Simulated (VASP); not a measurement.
Here is a VASP 6.6.1 calculation.

Contents of POSCAR:

```
KCl
1.0
    0.0000000000      3.1448483221      3.2869954663
    3.1448483221      0.0000000000      3.2869954663
    3.1448483221      3.1448483221      0.0000000000
K Cl
1 1
Direct
    0.0000000000      0.0000000000      0.0000000000
    0.5000000000      0.5000000000      0.5000000000
```

INCAR.step1

```
PREC     = Accurate       # precision mode
ENCUT    = 520            # plane-wave cutoff, eV
ISMEAR   = 0              # smearing method
SIGMA    = 0.01           # smearing width, eV
LREAL    = False          # projectors in reciprocal space
LASPH    = True           # aspherical terms in the spheres
NELM     = 80             # most SCF steps
NBANDS   = 15             # bands
GGA      = PE             # functional
ALGO     = Normal         # electronic algorithm
EDIFF    = 1E-4           # SCF threshold, eV
LWAVE    = True           # write WAVECAR
LCHARG   = False          # write CHGCAR
```

The input INCAR.step2:

```
PREC     = Accurate       # precision mode
ENCUT    = 520            # plane-wave cutoff, eV
EDIFF    = 1E-6           # SCF threshold, eV
ISMEAR   = 0              # smearing method
SIGMA    = 0.01           # smearing width, eV
LREAL    = False          # projectors in reciprocal space
LASPH    = True           # aspherical terms in the spheres
NELM     = 80             # most SCF steps
ALGO     = Normal         # electronic algorithm
ISIF     = 2              # what is computed and relaxed
LWAVE    = False          # write WAVECAR
LCHARG   = False          # write CHGCAR
METAGGA  = R2SCAN         # meta-GGA
LMIXTAU  = True         
NBANDS   = 15             # bands
ISTART   = 1
```

KPOINTS

```
Automatic mesh
0
Gamma
  8 8 8
```

Potentials or basis: VASP PAW PBE potentials, release 64 (K_sv, Cl).

Command:

```console
$ cat potpaw_PBE.64/K_sv/POTCAR potpaw_PBE.64/Cl/POTCAR > POTCAR
$ cp INCAR.step1 INCAR
$ mpirun -np 1 vasp_std > vasp.out
$ cp INCAR.step2 INCAR
$ mpirun -np 1 vasp_std > vasp.out
```

(1) Predict the pressure.

(2) What does it give for the band gap on the k mesh?

## Answers

(1) -0.7 GPa.

(2) 5.67 eV, direct.

Caveat: the cell differs from its parent crystal (uniaxial z strain +4.5%); the PAW data sets were made with another functional, which shifts forces and pressure a little.
